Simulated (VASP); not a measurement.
A run of VASP 6.6.1:

INCAR

```
SYSTEM = Sn
PREC = Accurate
ENCUT = 600
EDIFF = 1E-6
ISMEAR = 0
SIGMA = 0.1
LREAL = .FALSE.
LASPH = .TRUE.
NELM = 60
ALGO = Fast
ISIF = 4
LWAVE = .FALSE.
LCHARG = .FALSE.
GGA = PE
IBRION = 2
NSW = 50
EDIFFG = -0.01
```

Contents of KPOINTS:

```
Automatic mesh
0
G
  20 20 20
  0 0 0
```

File POSCAR:

```
Sn
1.0
   -2.0233625405      2.0233625405      1.7455832025
    2.0233625405     -2.0233625405      1.7455832025
    2.0233625405      2.0233625405     -1.7455832025
Sn
1
Direct
    0.5000000000      0.5000000000      0.0000000000
```

Potentials or basis: VASP PAW PBE potentials, release 64 (Sn_d).

The run is started by

```console
$ cat potpaw_PBE.64/Sn_d/POTCAR > POTCAR
$ mpirun -np 1 vasp_std > vasp.out
```

Hardware: 1 thread of Intel(R) Xeon(R) Platinum 8559C (Emerald Rapids), with other jobs on the host.

Q: Estimate the wall time of this run.

A: Run time: 6.2 min on 1 thread of Intel(R) Xeon(R) Platinum 8559C (Emerald Rapids), with other jobs on the host, peak memory 0.36 GiB. Counts: scf iterations 37, k points 641, ion steps 5.
